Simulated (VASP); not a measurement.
Here is a VASP 6.6.1 calculation.

POSCAR

```
C
1.0
    0.0000000000     -1.7801417069     -1.7801417069
   -1.7801417069      0.0000000000     -1.7801417069
    1.7801417069      1.7801417069     -3.5602834138
C
4
Direct
    0.7155997879      0.7672000987      0.7500000147
    0.2844002121      0.2327999013      0.2499999853
    0.3405997879      0.3922000987      0.8750000147
    0.9094002121      0.8577999013      0.3749999853
```

INCAR.step1

```
SYSTEM = C
PREC     = Accurate       ! precision mode
ENCUT    = 520            ! plane-wave cutoff, eV
ISMEAR   = 0              ! smearing method
SIGMA    = 0.05           ! smearing width, eV
LREAL    = .False.        ! projectors in reciprocal space
LASPH    = .True.         ! aspherical terms in the spheres
NELM     = 80             ! most SCF steps
ISYM     = 0            
NBANDS   = 16             ! bands
GGA      = PE             ! functional
ALGO     = Normal         ! electronic algorithm
EDIFF    = 1E-4           ! SCF threshold, eV
LWAVE    = .True.         ! write WAVECAR
LCHARG   = .False.        ! write CHGCAR
```

The input INCAR.step2:

```
SYSTEM = C
PREC     = Accurate       ! precision mode
ENCUT    = 520            ! plane-wave cutoff, eV
EDIFF    = 1E-6           ! SCF threshold, eV
ISMEAR   = 0              ! smearing method
SIGMA    = 0.05           ! smearing width, eV
LREAL    = .False.        ! projectors in reciprocal space
LASPH    = .True.         ! aspherical terms in the spheres
NELM     = 80             ! most SCF steps
ALGO     = Normal         ! electronic algorithm
ISIF     = 2              ! what is computed and relaxed
LWAVE    = .False.        ! write WAVECAR
LCHARG   = .True.         ! write CHGCAR
METAGGA  = R2SCAN         ! meta-GGA
LMIXTAU  = .True.       
LELF     = .True.         ! ELF
LVHAR    = .True.       
ISYM     = 0            
NBANDS   = 16             ! bands
ISTART   = 1
```

Contents of KPOINTS:

```
Automatic mesh
0
Gamma
  12 12 10
  0 0 0
```

Potentials or basis: VASP PAW PBE potentials, release 64 (C).

Launch:

```bash
$ cat potpaw_PBE.64/C/POTCAR > POTCAR
$ cp INCAR.step1 INCAR
$ mpirun -np 1 vasp_std > vasp.out
$ cp INCAR.step2 INCAR
$ mpirun -np 1 vasp_std > vasp.out
```

(1) Estimate the largest force.

(2) Predict the band gap on the k mesh.

(3) Predict the pressure.

Results:

(1) 1.058 eV/Å.

(2) 4.21 eV.

(3) 0.9 GPa.

Caveat: the cell differs from its parent crystal (atoms displaced along a vibrational mode); the PAW data sets were made with another functional, which shifts forces and pressure a little.
